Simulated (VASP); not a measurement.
# BaO (Fm-3m) in VASP: further runs, part 2 of 2

VASP 6.6.1. The steps go on from the part before.

## (4) Electric field gradients, PBE

This run uses another cell than the first one, of 20.80 Å³/atom.

INCAR reads:

```
SYSTEM = BaO
  PREC = Accurate
  ENCUT = 520
  EDIFF = 1E-8
  ISMEAR = -1
  SIGMA = 0.02
  LREAL = .FALSE.
  LASPH = .TRUE.
  NELM = 120
  ALGO = Normal
  ISIF = 2
  LWAVE = .FALSE.
  LCHARG = .FALSE.
  GGA = PE
  LEFG = .TRUE.
  NBANDS = 15
  GGA_COMPAT = .FALSE.
```

KPOINTS reads:

```
regular mesh
0
G
  8 8 8
  0 0 0
```

POSCAR reads:

```
BaO
1.0
    0.0000000000      2.7500000000      2.7500000000
    2.7500000000      0.0000000000      2.7500000000
    2.7500000000      2.7500000000      0.0000000000
Ba O
1 1
Direct
    0.0000000000      0.0000000000      0.0000000000
    0.5000000000      0.5000000000      0.5000000000
```

Potentials or basis: VASP PAW PBE potentials, release 64 (Ba_sv, O).

Started as:

```
$ cat potpaw_PBE.64/Ba_sv/POTCAR potpaw_PBE.64/O/POTCAR > POTCAR
$ mpirun -np 1 vasp_std > vasp.out
```

OUTCAR:

```text
SYSTEM = BaO
   PREC = Accurate
   ENCUT = 520
   EDIFF = 1E-8
   ISMEAR = -1
   LREAL = .FALSE.
   LASPH = .TRUE.
   NELM = 120
   ISIF = 2
   GGA = PE

 ion  position               nearest neighbor table
   1  0.000  0.000  0.000-   2 2.75   2 2.75   2 2.75   2 2.75   2 2.75   2 2.75
   2  0.500  0.500  0.500-   1 2.75   1 2.75   1 2.75   1 2.75   1 2.75   1 2.75

  LATTYP: Found a face centered cubic cell.
 ALAT       =     5.5000000000

  Lattice vectors:

 A1 = (   0.0000000000,   2.7500000000,   2.7500000000)
[... 645 lines left out ...]
  ---------------------------------------------------
  free  energy   TOTEN  =       -11.7701976392 eV

  energy  without entropy=      -11.7701976392  energy(sigma->0) =      -11.77019764

 Electric field gradients (V/A^2)
---------------------------------------------------------------------
 ion       V_xx      V_yy      V_zz      V_xy      V_xz      V_yz
---------------------------------------------------------------------
   1       0.000     0.000     0.000    -0.000    -0.000    -0.000
   2       0.000    -0.000    -0.000    -0.001    -0.001    -0.001
---------------------------------------------------------------------

 Electric field gradients after diagonalization (V/A^2)
 (convention: |V_zz| > |V_xx| > |V_yy|)
----------------------------------------------------------------------
 ion       V_xx      V_yy      V_zz     asymmetry (V_yy - V_xx)/ V_zz
----------------------------------------------------------------------
   1       0.000     0.000    -0.000       0.000
   2       0.001     0.001    -0.002       0.000
----------------------------------------------------------------------

           NMR quadrupolar parameters

 Cq : quadrupolar parameter    Cq=e*Q*V_zz/h
 eta: asymmetry parameters     (V_yy - V_xx)/ V_zz
 Q  : nuclear electric quadrupole moment in mb (millibarn)
----------------------------------------------------------------------
 ion       Cq(MHz)       eta       Q (mb)
----------------------------------------------------------------------
   1      -0.000       0.000       1.000
   2      -0.000       0.000       1.000
----------------------------------------------------------------------
```

stdout:

```text
POSCAR found type information on POSCAR BaO
 POSCAR found :  2 types and       2 ions
 scaLAPACK will be used
 LDA part: xc-table for (Slater+PW92), standard interpolation
 POSCAR, INCAR and KPOINTS ok, starting setup
 FFT: planning ... GRIDC
 FFT: planning ... GRID_SOFT
 FFT: planning ... GRID
 WAVECAR not read
 entering main loop
ion   1

ion   2
```

Wall time 11 s (1 thread of Intel Xeon 6975P-C (Granite Rapids), shared host); peak memory 0.17 GiB.

What came out:

- Free energy: -11.7702 eV
- Pressure: 4.9 GPa
- Band gap on the k mesh: 1.90 eV
- Largest electric field gradient by atom: zero within the noise of the run

Levels at points of the mesh, in eV from the valence-band top:
| k point | band 6 | band 7 | band 8 | band 9 | band 10 | band 11 |
| --- | --- | --- | --- | --- | --- | --- |
| (0.00, 0.00, 0.00) | -0.40 | -0.40 | -0.40 | 3.63 | 4.67 | 4.67 |
| (0.50, 0.00, 0.00) | -2.08 | -1.58 | -1.58 | 4.94 | 7.21 | 7.21 |
| (0.50, 0.50, 0.00) | -0.19 | -0.19 | 0.00 | 1.90 | 6.05 | 8.98 |

Caveat: the cell stands under pressure; spin-orbit coupling is left out, which moves the levels of the heavy elements. A k mesh can miss the band edges.

## (5) Electric field gradients, PBE (21.42 Å³/atom)

This run uses another cell than the first one, of 21.42 Å³/atom.

INCAR reads:

```
SYSTEM = BaO
  ALGO = Normal
  EDIFF = 1E-8
  ENCUT = 520
  GGA = PE
  GGA_COMPAT = .FALSE.
  ISIF = 2
  ISMEAR = -1
  LASPH = .TRUE.
  LCHARG = .FALSE.
  LEFG = .TRUE.
  LREAL = .FALSE.
  LWAVE = .FALSE.
  NBANDS = 15
  NELM = 120
  PREC = Accurate
  SIGMA = 0.02
```

KPOINTS reads:

```
k-points
0
G
  8 8 8
  0 0 0
```

POSCAR reads:

```
BaO
1.0
    0.0000000000      2.7772294936      2.7772294936
    2.7772294936      0.0000000000      2.7772294936
    2.7772294936      2.7772294936      0.0000000000
Ba O
1 1
Direct
    0.0000000000      0.0000000000      0.0000000000
    0.5000000000      0.5000000000      0.5000000000
```

Potentials or basis: VASP PAW PBE potentials, release 64 (Ba_sv, O).

Started as:

```
$ cat potpaw_PBE.64/Ba_sv/POTCAR potpaw_PBE.64/O/POTCAR > POTCAR
$ mpirun -np 1 vasp_std > vasp.out
```

OUTCAR:

```text
SYSTEM = BaO
   EDIFF = 1E-8
   ENCUT = 520
   GGA = PE
   ISIF = 2
   ISMEAR = -1
   LASPH = .TRUE.
   LREAL = .FALSE.
   NELM = 120
   PREC = Accurate

 ion  position               nearest neighbor table
   1  0.000  0.000  0.000-   2 2.78   2 2.78   2 2.78   2 2.78   2 2.78   2 2.78
   2  0.500  0.500  0.500-   1 2.78   1 2.78   1 2.78   1 2.78   1 2.78   1 2.78

  LATTYP: Found a face centered cubic cell.
 ALAT       =     5.5544589872

  Lattice vectors:

 A1 = (   0.0000000000,   2.7772294936,   2.7772294936)
[... 645 lines left out ...]
  ---------------------------------------------------
  free  energy   TOTEN  =       -11.7988503241 eV

  energy  without entropy=      -11.7988503241  energy(sigma->0) =      -11.79885032

 Electric field gradients (V/A^2)
---------------------------------------------------------------------
 ion       V_xx      V_yy      V_zz      V_xy      V_xz      V_yz
---------------------------------------------------------------------
   1       0.000    -0.000    -0.000    -0.000    -0.000    -0.000
   2      -0.000     0.000    -0.000     0.000     0.000     0.000
---------------------------------------------------------------------

 Electric field gradients after diagonalization (V/A^2)
 (convention: |V_zz| > |V_xx| > |V_yy|)
----------------------------------------------------------------------
 ion       V_xx      V_yy      V_zz     asymmetry (V_yy - V_xx)/ V_zz
----------------------------------------------------------------------
   1       0.000     0.000    -0.000       0.000
   2      -0.000    -0.000     0.000       0.000
----------------------------------------------------------------------

           NMR quadrupolar parameters

 Cq : quadrupolar parameter    Cq=e*Q*V_zz/h
 eta: asymmetry parameters     (V_yy - V_xx)/ V_zz
 Q  : nuclear electric quadrupole moment in mb (millibarn)
----------------------------------------------------------------------
 ion       Cq(MHz)       eta       Q (mb)
----------------------------------------------------------------------
   1      -0.000       0.000       1.000
   2       0.000       0.000       1.000
----------------------------------------------------------------------
```

Wall time 11 s (1 thread of Intel Xeon 6975P-C (Granite Rapids), shared host); peak memory 0.17 GiB.

Results:

| Item | Value |
| --- | --- |
| Free energy | -11.7989 eV |
| Pressure | 2.4 GPa |
| Band gap on the k mesh | 2.00 eV |
| Largest electric field gradient by atom | zero within the noise of the run |

Caveat: spin-orbit coupling is left out, which moves the levels of the heavy elements. A k mesh can miss the band edges.

## (6) Overview

```tsv
cell	gap on the mesh (eV)	pressure (GPa)
a = 3.850 Å, angles 60.0°, 2 atoms	1.78	7.8
a = 3.889 Å, angles 60.0°, 2 atoms	1.90	4.9
a = 3.928 Å, angles 60.0°, 2 atoms	2.00	2.4
```

Alike in all rows: task electric field gradients; level PBE; potentials or basis VASP PAW PBE potentials, release 64 (Ba_sv, O); no spin polarisation; k mesh 8 × 8 × 8; cutoff (eV) 520; smearing fermi-dirac 0.02 eV.

Caveats: spin-orbit coupling is left out, which moves the levels of the heavy elements; the cell stands under pressure (at least some runs).

Absolute energies hang on the potentials; compare differences alone.
